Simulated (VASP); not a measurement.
Ti:

```
Ti
1.0
    -1.64100    1.64100    1.64100
     1.64100   -1.64100    1.64100
     1.64100    1.64100   -1.64100
Ti
1
Cartesian
  0.0000 0.0000 0.0000
```

```yaml
Program: VASP 6.6.1
Task: relaxation of cell and atoms
Functional: PBEsol
Potentials_or_basis: VASP PAW PBE potentials, release 64 (Ti_sv)
Cutoff: 600 eV
k_mesh: 13 × 13 × 13
Occupations: methfessel-paxton, width 0.1 eV
Spin: no spin polarisation
```

At the start: pressure -7.0 GPa; volume 17.68 Å³/atom.

Task: How do energy, volume and symmetry change on relaxing?

Result: Over 3 steps the energy falls by 27.3 meV/atom and the volume is 16.50 Å³/atom (-6.7 %); space group Im-3m (No. 229, to 0.05 Å).

The path:
```
step  energy change (eV)  largest force (eV/Å)  pressure (GPa)  volume (Å³)
   1              0.0000                0.0000           -7.02        17.68
   2             -0.0151                0.0000            5.53        15.77
   3             -0.0273                0.0000            0.00        16.50
```

Final structure:
```
CELL_PARAMETERS angstrom
-1.60367 1.60367 1.60367
1.60367 -1.60367 1.60367
1.60367 1.60367 -1.60367
ATOMIC_POSITIONS crystal
Ti 0.00000 0.00000 0.00000
```

Caveat: the PAW data sets were made with another functional, which shifts forces and pressure a little.
